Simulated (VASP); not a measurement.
Set up this calculation in VASP 6.6.1, as the native input.

| Property | Result |
| --- | --- |
| Task | single point |
| Functional | PBEsol |
| Potentials or basis | VASP PAW PBE potentials, release 64 (Zn, O) |
| Cutoff | 520 eV |
| k mesh | 5 × 5 × 3 |
| Occupations | fermi-dirac, width 0.1 eV |
| Spin | no spin polarisation |
| Dipole correction | no |
| Further INCAR settings | ALGO = Normal; EDIFF = 1e-06; NBANDS = 26 |

The structure of ZnO (zincite) lies in POSCAR:

```
ZnO
1.0
    3.2493080000      0.0000000000      0.0000000000
   -1.6246540000      2.8139830000      0.0000000000
    0.0000000000      0.0000000000      5.2057090000
Zn O
2 2
Direct
    0.3333333333      0.6666666667      0.5000000000
    0.6666666667      0.3333333333      0.0000000000
    0.6666666667      0.3333333333      0.3790100000
    0.3333333333      0.6666666667      0.8790100000
```

One way to write it, as run:

INCAR

```
ALGO = Normal
EDIFF = 1E-6
ENCUT = 520
GGA = PS
ISIF = 2
ISMEAR = -1
LASPH = T
LCHARG = T
LELF = T
LREAL = F
LVHAR = T
LWAVE = F
NBANDS = 26
NELM = 60
PREC = Accurate
SIGMA = 0.1
```

KPOINTS

```
k-points
0
Gamma
  5 5 3
```

Potentials or basis: VASP PAW PBE potentials, release 64 (Zn, O).

The run is started by

```sh
$ cat potpaw_PBE.64/Zn/POTCAR potpaw_PBE.64/O/POTCAR > POTCAR
$ mpirun -np 1 vasp_std > vasp.out
```

It gave:

| Quantity | Value |
| --- | --- |
| Pressure | -0.5 GPa |
| Largest force | 0.065 eV/Å |
| Band gap on the k mesh | 0.68 eV, direct |

Caveat: the k points lie up to 0.45 Å⁻¹ apart; the PAW data sets were made with another functional, which shifts forces and pressure a little.

Wall time 13 s on 1 thread of Intel(R) Xeon(R) Platinum 8259CL CPU @ 2.50GHz (Skylake/Cascade Lake) (shared host), peak memory 0.16 GiB.
